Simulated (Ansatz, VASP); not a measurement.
Li2S: VASP beside Ansatz

File INCAR:

```
SYSTEM = Li2S
ALGO     = Normal         ! electronic algorithm
EDIFF    = 1E-6           ! SCF threshold, eV
ENCUT    = 750            ! plane-wave cutoff, eV
GGA      = CA             ! functional
GGA_COMPAT= .FALSE.      
ISIF     = 2              ! what is computed and relaxed
ISMEAR   = -1             ! smearing method
LASPH    = .TRUE.         ! aspherical terms in the spheres
LCHARG   = .TRUE.         ! write CHGCAR
LELF     = .TRUE.         ! ELF
LREAL    = .FALSE.        ! projectors in reciprocal space
LVHAR    = .TRUE.       
LWAVE    = .FALSE.        ! write WAVECAR
NBANDS   = 13             ! bands
NELM     = 120            ! most SCF steps
PREC     = Accurate       ! precision mode
SIGMA    = 0.02           ! smearing width, eV
```

File KPOINTS:

```
k-points
0
G
  7 7 7
  0 0 0
```

POSCAR

```
Li2S
1.0
    0.0000000000      2.7957387543      2.7957387543
    2.7957387543      0.0000000000      2.7957387543
    2.7957387543      2.7957387543      0.0000000000
Li S
2 1
Direct
    0.2500000000      0.2500000000      0.2500000000
    0.7500000000      0.7500000000      0.7500000000
    0.0000000000      0.0000000000      0.0000000000
```

Input for Ansatz:

```yaml
crystal:
  lattice:
    - [0.0, 2.7957387543, 2.7957387543]
    - [2.7957387543, 0.0, 2.7957387543]
    - [2.7957387543, 2.7957387543, 0.0]
  atoms:
    - { symbol: Li, position: [0.25, 0.25, 0.25] }
    - { symbol: Li, position: [0.75, 0.75, 0.75] }
    - { symbol: S, position: [0.0, 0.0, 0.0] }
kpoints:
  mp_grid: { grid: [7, 7, 7] }
  band_path:
    path:
      - [0.0, 0.0, 0.0]
      - [0.5, 0.0, 0.5]
      - [0.625, 0.25, 0.625]
      - [0.375, 0.375, 0.75]
      - [0.0, 0.0, 0.0]
      - [0.5, 0.5, 0.5]
      - [0.5, 0.25, 0.75]
      - [0.5, 0.0, 0.5]
    npoints: 5
scf:
  occupations: { method: fermi_dirac, width: 0.02 }
hamiltonian:
  xc: lda
  pseudopotentials: { kind: all_electron, lapw: { basis_error: 0.001 } }
output:
  forces: true
  stress: true
  eigenvalues: true
```

Change from the starting cell: volume scaled by 0.94.

Alike in both runs: task single point; functional LDA; k mesh 7 × 7 × 7; occupations fermi-dirac, width 0.02 eV; no spin polarisation.

```csv
,VASP,Ansatz
version,VASP 6.6.1,Ansatz 0.2.0
potentials or method,"VASP PAW LDA potentials, release 64 (Li_sv, S), cutoff 750 eV","all-electron LAPW, scalar-relativistic"
```

|  | VASP | Ansatz | Ansatz less VASP |
| --- | --- | --- | --- |
| gap on the k mesh at the Fermi level (eV) | 3.29 | 3.28 | 0.000 |
| pressure (GPa) | -0.7 | -0.6 | +0.11 |

LDA's correlation is that of Perdew and Zunger in VASP and of Perdew and Wang (1992) in Ansatz. Ansatz ran all-electron here, and VASP with PAW potentials.
